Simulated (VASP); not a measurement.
A run of VASP 6.6.1 is set up as follows.

The input POSCAR:

```
Au
1.0
    0.0000000000      2.0427573104      2.0427573104
    2.0427573104      0.0000000000      2.0427573104
    2.0427573104      2.0427573104      0.0000000000
Au
1
Direct
    0.0000000000      0.0000000000      0.0000000000
```

INCAR.step1

```
ALGO = Normal
EDIFF = 1E-4
ENCUT = 600
GGA = PE
ISMEAR = 0
LASPH = T
LCHARG = F
LREAL = F
LWAVE = T
NELM = 80
PREC = Accurate
SIGMA = 0.1
```

Contents of INCAR.step2:

```
ALGO = Normal
EDIFF = 1E-6
EDIFFG = -0.008
ENCUT = 600
IBRION = 2
ISIF = 3
ISMEAR = 0
ISTART = 1
LASPH = T
LCHARG = F
LMIXTAU = T
LREAL = F
LWAVE = F
METAGGA = R2SCAN
NELM = 80
NSW = 70
PREC = Accurate
PSTRESS = 30.0
SIGMA = 0.1
```

The input KPOINTS:

```
k-points
0
Gamma
  18 18 18
```

Potentials or basis: VASP PAW PBE potentials, release 64 (Au).

Run with:

```console
$ cat potpaw_PBE.64/Au/POTCAR > POTCAR
$ cp INCAR.step1 INCAR
$ mpirun -np 1 vasp_std > vasp.out
$ cp INCAR.step2 INCAR
$ mpirun -np 1 vasp_std > vasp.out
```

(1) What does it give for the space group after relaxing (to 0.1 Å)?

(2) What does it give for the band gap on the k mesh?

(3) Predict the relaxed volume.

## Answers

(1) Fm-3m (No. 225).

(2) zero (an odd number of electrons rules out a gap without spin polarisation).

(3) 17.26 Å³/atom.

Caveat: the cell is relaxed towards a set pressure, so the run minimises the enthalpy, not the energy; the PAW data sets were made with another functional, which shifts forces and pressure a little; spin-orbit coupling is left out, which moves the levels of the heavy elements.
